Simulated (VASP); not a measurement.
Runs of VASP 6.6.1 on TePb. The structure is that of space group Fm-3m (No. 225), or close to it. The cells are those of the table. 

| task | cell | cutoff (eV) | gap on the mesh (eV) | pressure (GPa) |
| --- | --- | --- | --- | --- |
| relaxation of cell and atoms | relaxed from a = 4.569 Å, angles 60.0°, 2 atoms | 600 | 1.09 | 0.0 |
| single point | a = 4.622 Å, angles 60.0°, 2 atoms | 520 | 1.09 | 0.0 |
| single point | a = 4.527 Å, angles 60.0°, 2 atoms | 520 | 0.96 | 3.0 |
| single point | a = 4.668 Å, angles 60.0°, 2 atoms | 520 | 1.15 | -1.2 |
| single point | a = 4.575 Å, angles 60.0°, 2 atoms | 520 | (b) | (a) |
| single point | a = 4.712 Å, angles 60.0°, 2 atoms | 520 | 1.20 | (c) |

Alike in all rows: level r2SCAN; potentials or basis VASP PAW PBE potentials, release 64 (Te, Pb_d); no spin polarisation; k mesh 8 × 8 × 8; smearing gaussian 0.02 eV.

Task: Fill in the values left out.

Result: (a) 1.3; (b) 1.03; (c) -2.2.

Caveats: the PAW data sets were made with another functional, which shifts forces and pressure a little; spin-orbit coupling is left out, which moves the levels of the heavy elements.

A k mesh can miss the band edges, and the runs leave out spin-orbit coupling on Pb, Te.
